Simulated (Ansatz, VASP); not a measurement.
PIr in VASP and in Ansatz

```
CELL_PARAMETERS angstrom
0.00000 2.45327 2.45327
2.45327 0.00000 2.45327
2.45327 2.45327 0.00000
ATOMIC_POSITIONS crystal
Ir 0.50000 0.50000 0.50000
P 0.00000 0.00000 0.00000
```

Alike in both runs: task single point; functional r2SCAN; k mesh 6 × 6 × 6; occupations gaussian, width 0.05 eV; non-collinear spin, spin-orbit coupling.

|  | VASP | Ansatz |
| --- | --- | --- |
| version | VASP 6.6.1 | Ansatz 0.2.0 |
| potentials or method | VASP PAW PBE potentials, release 64 (Ir, P), cutoff 520 eV | plane waves, PAW |
| valence electrons in the cell | 14 | 22 |

```csv
,VASP,Ansatz,Ansatz less VASP
pressure (GPa),2.3,1.2,-1.12
```

VASP's potentials were made for PBE, not for r2SCAN. The functional is the same, so the differences come from potentials, cutoffs and numerics. VASP's potentials hold 14 valence electrons a cell and Ansatz's 22, so a difference there can come from the potentials and not from the codes.

The k mesh is coarse, so the values compare programs but aren't converged.
